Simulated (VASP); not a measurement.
## Ti: single point with r2SCAN

Crystal: Ti.

```
CELL_PARAMETERS angstrom
3.28431 0.00000 0.00000
0.00000 3.28431 0.00000
0.00000 0.00000 3.28431
ATOMIC_POSITIONS crystal
Ti 0.00000 0.00000 0.00000
Ti 0.50000 0.50000 0.50000
```

This cell differs from its parent crystal: equal strain along all axes, cell held: +1.0 %.

```
Program             : VASP 6.6.1
Task                : single point
Functional          : r2SCAN
Potentials or basis : VASP PAW PBE potentials, release 64 (Ti_sv)
Cutoff              : 520 eV
k mesh              : 16 × 16 × 16
Occupations         : gaussian, width 0.1 eV
Spin                : no spin polarisation
```

* Pressure: -2.8 GPa
* Band gap on the k mesh: zero (bands 12 and 13 overlap by 1.78 eV)

Levels at points of the mesh, in eV from the Fermi level:
| k point | band 9 | band 10 | band 11 | band 12 | band 13 | band 14 | band 15 | band 16 |
| --- | --- | --- | --- | --- | --- | --- | --- | --- |
| (0.00, 0.00, 0.00) | -6.30 | -2.20 | -2.20 | 1.12 | 1.12 | 1.12 | 2.86 | 2.86 |
| (0.50, 0.00, 0.00) | -2.89 | -2.89 | 0.05 | 0.05 | 1.38 | 1.38 | 1.38 | 1.38 |
| (0.50, 0.50, 0.00) | -2.53 | -2.53 | -0.31 | -0.31 | 0.90 | 0.90 | 2.86 | 2.86 |
| (0.50, 0.50, 0.50) | -0.66 | -0.66 | -0.66 | -0.66 | -0.66 | -0.66 | 3.26 | 3.26 |

Wall time 5.9 min on 1 thread of Intel Xeon 8259CL (shared host), peak memory 0.21 GiB.

Caveat: the cell differs from its parent crystal (equal strain along all axes, cell held: +1.0 %); the PAW data sets were made with another functional, which shifts forces and pressure a little.
